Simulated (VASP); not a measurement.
A run of VASP 6.6.1:

File INCAR:

```
SYSTEM = YNbN3
  PREC = Accurate
  ENCUT = 520
  EDIFF = 1E-7
  ISMEAR = 0
  SIGMA = 0.1
  LREAL = .False.
  LASPH = .True.
  NELM = 150
  ALGO = Normal
  ISIF = 2
  LWAVE = .False.
  LCHARG = .True.
  ISPIN = 2
  MAGMOM = 0 0 0 0 0 0 0 0 0 0
  LORBIT = 11
  LMAXMIX = 4
  GGA = PE
  LELF = .True.
  LVHAR = .True.
  NBANDS = 54
```

KPOINTS

```
Automatic mesh
0
Gamma
  4 4 4
  0 0 0
```

POSCAR

```
YNbN3
1.0
    5.9031800600      0.0000000000      0.0000000000
    0.0000000000      5.9031800600      0.0000000000
    0.0000000000      0.0000000000      4.1741786500
Y Nb N
2 2 6
Direct
    0.0000000000      0.5000000000      0.5000000000
    0.5000000000      0.0000000000      0.5000000000
    0.5000000000      0.5000000000      0.0000000000
    0.0000000000      0.0000000000      0.0000000000
    0.7813904000      0.2813904000      0.0000000000
    0.7186096000      0.7813904000      0.0000000000
    0.5000000000      0.5000000000      0.5000000000
    0.2186096000      0.7186096000      0.0000000000
    0.2813904000      0.2186096000      0.0000000000
    0.0000000000      0.0000000000      0.5000000000
```

Potentials or basis: VASP PAW PBE potentials, release 64 (Y_sv, Nb_sv, N).

Launch:

```console
$ cat potpaw_PBE.64/Y_sv/POTCAR potpaw_PBE.64/Nb_sv/POTCAR potpaw_PBE.64/N/POTCAR > POTCAR
$ mpirun -np 1 vasp_std > vasp.out
```

Hardware: 1 thread of Intel(R) Xeon(R) 6975P-C (Granite Rapids), on a shared host.

Question: Estimate the wall time of this run.

Answer: It took 3.3 min on 1 thread of Intel(R) Xeon(R) 6975P-C (Granite Rapids), with other jobs on the host, peak memory 0.45 GiB. Counts: scf iterations 18, k points 18.
